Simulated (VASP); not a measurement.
GaP, 2 atoms in the cell. It takes space group F-43m (No. 216, cubic). Conventional cell: a = 5.505 Å, b = 5.505 Å, c = 5.505 Å, α = 90.00°, β = 90.00°, γ = 90.00°. Within 3.1 Å of Ga (site symmetry -43m) lie 4 P at 2.38 Å. P (site symmetry -43m) has 4 Ga at 2.38 Å within 3.1 Å. 

| Property | Result |
| --- | --- |
| Program | VASP 6.6.1 |
| Task | single point |
| Functional | PBE |
| Potentials or basis | VASP PAW PBE potentials, release 64 (Ga_d, P) |
| Cutoff | 520 eV |
| k mesh | 8 × 8 × 8 |
| Occupations | fermi-dirac, width 0.02 eV |
| Spin | no spin polarisation |
| Dipole correction | no |
| Further INCAR settings | ALGO = Normal; EDIFF = 1e-06; NBANDS = 16 |

Potentials or basis: VASP PAW PBE potentials, release 64 (Ga_d, P).

The run is started by

```console
$ cat potpaw_PBE.64/Ga_d/POTCAR potpaw_PBE.64/P/POTCAR > POTCAR
$ mpirun -np 1 vasp_std > vasp.out
```

Hardware: 1 thread of AMD EPYC 9R45 96-Core Processor (Zen 5), on a shared host.

Problem. How long does it take, and how much memory?

Solution. Run time: 11 s on 1 thread of AMD EPYC 9R45 96-Core Processor (Zen 5) (shared host), peak memory 0.14 GiB. Counts: scf iterations 12, k points 29.
